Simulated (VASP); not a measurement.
# SiGe2 (P6/mmm) in VASP: a series of runs

SiGe2 is run at these levels: PBE; tasks: single point, relaxation of cell and atoms.

Everything below comes from runs of VASP 6.6.1. Logs are shortened: lines on timing, memory, paths and dates and some standing lists are left out, and cuts for length are marked.

### 1 The cell of the first run

The structure is hexagonal, space group P6/mmm (No. 191). Conventional cell: a = 2.811 Å, b = 2.811 Å, c = 7.867 Å, α = 90.00°, β = 90.00°, γ = 120.00°. Within 3.4 Å of Si (site symmetry 6/mmm) lie 2 Ge at 2.58 Å and 6 Si at 2.81 Å. Within 3.4 Å of Ge (site symmetry 6mm) lie 1 Si at 2.58 Å and 7 Ge at 2.70 to 2.81 Å.

### 2 Single point, PBE

INCAR

```
SYSTEM = SiGe2
PREC = Accurate
ENCUT = 520
EDIFF = 1E-6
ISMEAR = 0
SIGMA = 0.1
LREAL = .FALSE.
LASPH = .TRUE.
NELM = 80
ALGO = Normal
ISIF = 2
LWAVE = .FALSE.
LCHARG = .FALSE.
GGA = PE
NBANDS = 23
```

KPOINTS

```
regular mesh
0
G
  18 18 6
  0 0 0
```

POSCAR

```
SiGe2
1.0
    2.8111520628      0.0000000000      0.0000000000
   -1.4055760314      2.4345291003      0.0000000000
    0.0000000000      0.0000000000      7.8667910102
Si Ge
1 2
Direct
    0.0000000000      0.0000000000      0.5000000000
    0.0000000000      0.0000000000      0.8280999049
    0.0000000000      0.0000000000      0.1719000951
```

Potentials or basis: VASP PAW PBE potentials, release 64 (Si, Ge_d).

The run is started by

```sh
$ cat potpaw_PBE.64/Si/POTCAR potpaw_PBE.64/Ge_d/POTCAR > POTCAR
$ mpirun -np 1 vasp_std > vasp.out
```

OUTCAR:

```text
SYSTEM = SiGe2
   PREC = Accurate
   ENCUT = 520
   EDIFF = 1E-6
   ISMEAR = 0
   LREAL = .FALSE.
   LASPH = .TRUE.
   NELM = 80
   ISIF = 2
   GGA = PE

 ion  position               nearest neighbor table
   1  0.000  0.000  0.500-   2 2.58   3 2.58
   2  0.000  0.000  0.828-   1 2.58   3 2.70
   3  0.000  0.000  0.172-   1 2.58   2 2.70

  LATTYP: Found a hexagonal cell.
 ALAT       =     2.8111520628
 C/A-ratio  =     2.7984224384

  Lattice vectors:

 A1 = (   2.8111520628,   0.0000000000,   0.0000000000)
 A2 = (  -1.4055760314,   2.4345291003,   0.0000000000)
 A3 = (   0.0000000000,   0.0000000000,   7.8667910102)

Analysis of symmetry for initial positions (statically):
=====================================================================
 Subroutine PRICEL returns:
 Original cell was already a primitive cell.

 Routine SETGRP: Setting up the symmetry group for a
 hexagonal supercell.

 Subroutine GETGRP returns: Found 24 space group operations
 (whereof 24 operations were pure point group operations)
 out of a pool of 24 trial point group operations.

The static configuration has the point symmetry D_6h.

Analysis of symmetry for dynamics (positions and initial velocities):
=====================================================================
 Subroutine PRICEL returns:
 Original cell was already a primitive cell.

 Routine SETGRP: Setting up the symmetry group for a
 hexagonal supercell.

 Subroutine GETGRP returns: Found 24 space group operations
 (whereof 24 operations were pure point group operations)
 out of a pool of 24 trial point group operations.

The dynamic configuration has the point symmetry D_6h.

 Subroutine INISYM returns: Found 24 space group operations
 (whereof 24 operations are pure point group operations),
 and found     1 'primitive' translations

----------------------------------------------------------------------------------------

                                     Primitive cell

  volume of cell :      53.8390

  direct lattice vectors                    reciprocal lattice vectors
     2.811152063  0.000000000  0.000000000     0.355726043  0.205378527  0.000000000
    -1.405576031  2.434529100  0.000000000     0.000000000  0.410757054  0.000000000
     0.000000000  0.000000000  7.866791010     0.000000000  0.000000000  0.127116635

  length of vectors
     2.811152063  2.811152063  7.866791010     0.410757054  0.410757054  0.127116635

  position of ions in fractional coordinates (direct lattice)
     0.000000000  0.000000000  0.500000000
     0.000000000  0.000000000  0.828099905
     0.000000000  0.000000000  0.171900095

  ion indices of the primitive-cell ions
   primitive index   ion index
                 1           1
                 2           2
                 3           3

----------------------------------------------------------------------------------------

 KPOINTS: regular mesh

Automatic generation of k-mesh.
 Grid dimensions read from file:
 generate k-points for:   18   18    6

 Generating k-lattice:

  Cartesian coordinates                     Fractional coordinates (reciprocal lattice)
     0.019762558  0.011409918  0.000000000     0.055555556  0.000000000  0.000000000
     0.000000000  0.022819836  0.000000000     0.000000000  0.055555556  0.000000000
     0.000000000  0.000000000  0.021186106     0.000000000  0.000000000  0.166666667

  Length of vectors
     0.022819836  0.022819836  0.021186106

  Shift w.r.t. Gamma in fractional coordinates (k-lattice)
     0.000000000  0.000000000  0.000000000

 Subroutine IBZKPT returns following result:
 ===========================================

 Found    148 irreducible k-points:

 Following reciprocal coordinates:
            Coordinates               Weight
  0.000000  0.000000  0.000000      1.000000
  0.055556 -0.000000  0.000000      6.000000
  0.111111 -0.000000  0.000000      6.000000
  0.166667  0.000000  0.000000      6.000000
  0.222222 -0.000000  0.000000      6.000000
  0.277778  0.000000  0.000000      6.000000
[... 16 lines left out ...]
  0.333333  0.111111  0.000000     12.000000
  0.388889  0.111111  0.000000     12.000000
 [... further k-points ...]
   k-points           NKPTS =    148   k-points in BZ     NKDIM =    148   number of bands    NBANDS=     23
   number of dos      NEDOS =    301   number of ions     NIONS =      3
   total plane-waves  NPLWV =  34560
   dimension x,y,z NGX =    24 NGY =   24 NGZ =   60
   dimension x,y,z NGXF=    48 NGYF=   48 NGZF=  120
   ions per type =               1   2
   NGX,Y,Z   is equivalent  to a cutoff of  14.19, 14.19, 12.68 a.u.
   NGXF,Y,Z  is equivalent  to a cutoff of  28.39, 28.39, 25.36 a.u.
 SYSTEM =  SiGe2
   PREC   = accura    normal or accurate (medium, high low for compatibility)
   ISTART =      0    job   : 0-new  1-cont  2-samecut
   ICHARG =      2    charge: 1-file 2-atom 10-const
   ISPIN  =      1    spin polarized calculation?
   LNONCOLLINEAR =      F non collinear calculations
   LSORBIT =      F    spin-orbit coupling
   LASPH  =      T    aspherical Exc in radial PAW
   ENCUT  =  520.0 eV  38.22 Ry    6.18 a.u.   5.23  5.23 14.63*2*pi/ulx,y,z
   NELM   =     80;   NELMIN=  2; NELMDL= -5     # of ELM steps
   EDIFF  = 0.1E-05   stopping-criterion for ELM
   LREAL  =      F    real-space projection
   EDIFFG = 0.1E-04   stopping-criterion for IOM
   NSW    =      0    number of steps for IOM
   IBRION =     -1    ionic relax: 0-MD 1-quasi-New 2-CG
   NFREE  =      0    steps in history (QN), initial steepest desc. (CG)
   ISIF   =      2    stress and relaxation
   ISYM   =      2    0-nonsym 1-usesym 2-fastsym
   POTIM  = 0.5000    time-step for ionic-motion
   TEBEG  =    0.0;   TEEND  =   0.0 temperature during run
   PSTRESS=    0.0 pullay stress
   NELECT =      32.0000    total number of electrons
   NUPDOWN=      -1.0000    fix difference up-down
   EMIN   =  10.00;   EMAX   =-10.00  energy-range for DOS
   EFERMI =   0.00;   METHOD = LEGACY
   ISMEAR =     0;   SIGMA  =   0.10  broadening in eV -4-tet -1-fermi 0-gaus
   EFERMI_NEDOS =   21; number of points for ismear=-14 and -15
   IALGO  =     38    algorithm
   IMIX   =      4    mixing-type and parameters
     AMIX     =   0.40;   BMIX     =  1.00
     AMIX_MAG =   1.60;   BMIX_MAG =  1.00
  volume/ion in A,a.u.               =      17.95       121.11
  Fermi-wavevector in a.u.,A,eV,Ry     =   1.376446  2.601106 25.777647  1.894604
  Thomas-Fermi vector in A             =   2.501690
   LORBIT       =      0    0 simple, 1 ext, 2 COOP (PROOUT), +10 PAW based schemes
   GGA     = PE    functional components
   LHFCALC =     F    Hartree Fock is set to
   AEXX    =    0.0000 exact exchange contribution
   IVDW    =     0    specifies the selected vdW correction
   LEPSILON=     F    determine dielectric tensor
   LRPA    =     F    only Hartree local field effects (RPA)
 non-spin polarized calculation
 Gauss-broadening in eV      SIGMA  =   0.10
  energy-cutoff  :      520.00
  volume of cell :       53.84
 maximum number of plane-waves:      1465
 NGX is ok and might be reduce to    24
   NGX = 11   NGY = 11   NGZ = 29

 number of electron      31.9999994 magnetization

 Free energy of the ion-electron system (eV)
  ---------------------------------------------------
  ext. energy  EPLUGINS =         0.00000000
  ---------------------------------------------------
  free energy    TOTEN  =       -13.51238296 eV

  energy without entropy =      -13.50449729  energy(sigma->0) =      -13.50844012

 E-fermi :   7.2274     XC(G=0): -11.0789

 val. band max:        7.2242010914   @ k =   0.2778   0.0000   0.3333
 cond. band min:       7.2324225386   @ k =   0.4444   0.0556   0.1667
 fundamental gap:      0.0082214472
 Fermi energy:         7.2273848907

 k-point     1 :       0.0000    0.0000    0.0000
  band No.  band energies     occupation
      1     -17.5071      2.00000
      2     -17.4769      2.00000
      3     -17.4769      2.00000
      4     -17.4722      2.00000
      5     -17.4722      2.00000
      6     -17.4119      2.00000
[... 15 lines left out ...]
     22      17.7813      0.00000
     23      17.7813      0.00000

 k-point     2 :       0.0556   -0.0000    0.0000
  band No.  band energies     occupation
      1     -17.5046      2.00000
      2     -17.4777      2.00000
      3     -17.4731      2.00000
      4     -17.4725      2.00000
      5     -17.4679      2.00000
      6     -17.4088      2.00000
[... 15 lines left out ...]
     22      17.3615      0.00000
     23      17.5054      0.00000

 k-point     3 :       0.1111   -0.0000    0.0000
  band No.  band energies     occupation
      1     -17.4996      2.00000
      2     -17.4777      2.00000
      3     -17.4764      2.00000
      4     -17.4599      2.00000
      5     -17.4554      2.00000
      6     -17.3993      2.00000
[... 15 lines left out ...]
     22      16.8499      0.00000
     23      16.9734      0.00000

 k-point     4 :       0.1667    0.0000    0.0000
  band No.  band energies     occupation
      1     -17.5005      2.00000
      2     -17.4825      2.00000
      3     -17.4694      2.00000
      4     -17.4405      2.00000
      5     -17.4363      2.00000
      6     -17.3838      2.00000
[... 15 lines left out ...]
     22      16.0713      0.00000
     23      16.5808      0.00000

 k-point     5 :       0.2222   -0.0000    0.0000
  band No.  band energies     occupation
      1     -17.5077      2.00000
      2     -17.4910      2.00000
      3     -17.4533      2.00000
      4     -17.4166      2.00000
      5     -17.4128      2.00000
      6     -17.3978      2.00000
[... 15 lines left out ...]
     22      15.3970      0.00000
     23      16.0059      0.00000

 k-point     6 :       0.2778    0.0000    0.0000
  band No.  band energies     occupation
      1     -17.5170      2.00000
      2     -17.5006      2.00000
      3     -17.4350      2.00000
      4     -17.4130      2.00000
      5     -17.3911      2.00000
      6     -17.3876      2.00000
[... 15 lines left out ...]
     22      15.4512      0.00000
     23      15.9754      0.00000

 k-point     7 :       0.3333    0.0000    0.0000
  band No.  band energies     occupation
      1     -17.5262      2.00000
      2     -17.5099      2.00000
      3     -17.4273      2.00000
      4     -17.4176      2.00000
      5     -17.3837      2.00000
      6     -17.3756      2.00000
[... 353 lines left out ...]
     22      15.6002      0.00000
     23      18.0732      0.00000

 k-point    21 :       0.2222    0.1111    0.0000
  band No.  band energies     occupation
      1     -17.5008      2.00000
      2     -17.4880      2.00000
      3     -17.4498      2.00000
      4     -17.4146      2.00000
      5     -17.4013      2.00000
      6     -17.3821      2.00000
[... 15 lines left out ...]
     22      16.1664      0.00000
     23      16.8788      0.00000

 k-point    22 :       0.2778    0.1111    0.0000
  band No.  band energies     occupation
      1     -17.5089      2.00000
      2     -17.4945      2.00000
      3     -17.4294      2.00000
      4     -17.4268      2.00000
      5     -17.3834      2.00000
      6     -17.3806      2.00000
[... 15 lines left out ...]
     22      15.3041      0.00000
     23      16.2892      0.00000

 k-point    23 :       0.3333    0.1111    0.0000
  band No.  band energies     occupation
      1     -17.5156      2.00000
      2     -17.5003      2.00000
      3     -17.4367      2.00000
      4     -17.4111      2.00000
      5     -17.3915      2.00000
      6     -17.3840      2.00000
[... 15 lines left out ...]
     22      13.9113      0.00000
     23      14.8826      0.00000

 k-point    24 :       0.3889    0.1111    0.0000
  band No.  band energies     occupation
      1     -17.5200      2.00000
      2     -17.5043      2.00000
      3     -17.4431      2.00000
      4     -17.3982      2.00000
      5     -17.3968      2.00000
      6     -17.3862      2.00000
[... 15 lines left out ...]
     22      12.7956      0.00000
     23      13.7561      0.00000

 [... further k-points ...]
[... 5 lines left out ...]
  --------------------------------------------------------------------------------------
  -------------------------------------------------------------------------------------
  Total       -0.0134474     -0.0134474     -0.0179604      0.0000000     -0.0000000      0.0000000
  in kB       -0.4001772     -0.4001772     -0.5344787      0.0000000     -0.0000000      0.0000000
  external PRESSURE =      -0.4449444 kB  Pullay stress =       0.0000000 kB

 VOLUME and BASIS-vectors are now :
 -----------------------------------------------------------------------------
  energy-cutoff  :      520.00
  volume of cell :       53.84
      direct lattice vectors                 reciprocal lattice vectors
     2.811152063  0.000000000  0.000000000     0.355726043  0.205378527  0.000000000
    -1.405576031  2.434529100  0.000000000     0.000000000  0.410757054  0.000000000
     0.000000000  0.000000000  7.866791010     0.000000000  0.000000000  0.127116635

 POSITION                                       TOTAL-FORCE (eV/Angst)
 -----------------------------------------------------------------------------------
      0.00000      0.00000      3.93340         0.000000      0.000000     -0.000000
      0.00000      0.00000      6.51449        -0.000000      0.000000     -0.003600
      0.00000      0.00000      1.35230        -0.000000     -0.000000      0.003600
 -----------------------------------------------------------------------------------
    total drift:                                0.000000     -0.000000      0.000000

  FREE ENERGIE OF THE ION-ELECTRON SYSTEM (eV)
  ---------------------------------------------------
  free  energy   TOTEN  =       -13.5123829573 eV

  energy  without entropy=      -13.5044972900  energy(sigma->0) =      -13.50844012
```

It took 2.1 min on 1 thread of Intel Xeon 6975P-C, shared host; peak memory 0.29 GiB.

Results:

```yaml
Free_energy: -13.5124 eV
Pressure: 0.0 GPa
Largest_force: 0.004 eV/Å
Band_gap_on_the_k_mesh: zero (band 16 reaches 14.35 eV, above the bottom of band 17 at 4.74 eV)
```

Forces on the atoms (eV/Å):
```
Si   0.000  0.000  0.000
Ge   0.000  0.000 -0.004
Ge   0.000  0.000  0.004
```

### 3 Relaxation of cell and atoms, PBE

This run uses another cell than the first one, of 18.07 Å³/atom, 1.007 times its volume.

INCAR

```
SYSTEM = SiGe2
ALGO = Normal
EDIFF = 1E-6
EDIFFG = -0.01
ENCUT = 600
GGA = PE
IBRION = 2
ISIF = 3
ISMEAR = 0
LASPH = .True.
LCHARG = .False.
LREAL = .False.
LWAVE = .False.
NELM = 60
NSW = 100
PREC = Accurate
SIGMA = 0.1
```

KPOINTS

```
k-points
0
Gamma
  18 18 6
  0 0 0
```

POSCAR

```
SiGe2
1.0
    2.7834268942      0.0000000000      0.0000000000
   -1.3917134471      2.4105184000      0.0000000000
    0.0000000000      0.0000000000      8.0809728606
Si Ge
1 2
Direct
    0.0000000000      0.0000000000      0.5000000000
    0.0000000000      0.0000000000      0.8275503456
    0.0000000000      0.0000000000      0.1724496544
```

Potentials or basis: VASP PAW PBE potentials, release 64 (Si, Ge_d).

The run is started by

```sh
$ cat potpaw_PBE.64/Si/POTCAR potpaw_PBE.64/Ge_d/POTCAR > POTCAR
$ mpirun -np 1 vasp_std > vasp.out
```

It took 10 min on 1 thread of Intel Xeon 6975P-C, shared host; peak memory 0.33 GiB.

Results (log left out):

```
Free energy                            : -13.5126 eV
Relaxed volume                         : 17.99 Å³/atom
Relaxed cell                           : a = 2.814 Å, b = 2.814 Å, c = 7.871 Å, α = 90.00°, β = 90.00°, γ = 120.00°
Space group after relaxing (to 0.05 Å) : P6/mmm (No. 191)
Energy gained by relaxing              : 8.4 meV/atom
Ionic steps                            : 9
Pressure after relaxing                : -0.1 GPa
Largest force after relaxing           : 0.003 eV/Å
```

Forces in eV/Å, atoms in the order of the input:
```
Si   0.000  0.000  0.000
Ge   0.000  0.000  0.003
Ge   0.000  0.000 -0.003
```

Stress tensor (GPa, compression positive):
```
-0.09  0.00  0.00
 0.00 -0.09  0.00
 0.00  0.00  0.02
```

Step by step:
| step | energy change (eV) | largest force (eV/Å) | pressure (GPa) | volume (Å³) |
| --- | --- | --- | --- | --- |
| 1 | 0.0000 | 0.0386 | -0.40 | 54.22 |
| 2 | -0.0246 | 0.0475 | 0.09 | 53.85 |
| 3 | -0.0249 | 0.0570 | 0.05 | 53.79 |
| 4 | -0.0249 | 0.0557 | 0.11 | 53.80 |
| 5 | -0.0252 | 0.0290 | 0.09 | 53.89 |
| 6 | -0.0252 | 0.0038 | -0.05 | 54.01 |
| 7 | -0.0252 | 0.0051 | 0.16 | 53.98 |
| 8 | -0.0252 | 0.0003 | -0.36 | 54.00 |
| 9 | -0.0252 | 0.0034 | -0.05 | 53.98 |

Final structure:
```
Si Ge
1.0
     2.81421    0.00000    0.00000
    -1.40711    2.43718    0.00000
     0.00000    0.00000    7.87090
Si Ge
1 2
Cartesian
  0.0000 0.0000 3.9354
  -1.4071 2.4372 6.5169
  0.0000 0.0000 1.3540
```

Levels at points of the mesh, in eV from the Fermi level:
```
           k point  band 14  band 15  band 16  band 17  band 18  band 19
(0.00, 0.00, 0.00)    -3.20    -3.02     7.06     8.41     8.41     9.19
(0.50, 0.00, 0.00)    -5.23    -3.91    -3.61     1.28     1.66     4.20
(0.00, 0.00, 0.50)    -6.14     1.73     2.28     8.69     8.69     9.31
(0.50, 0.00, 0.50)    -5.23    -3.24    -2.49    -1.97     2.90     4.58
```

Caveat: the bands computed are all filled at some k points, so no gap is given.
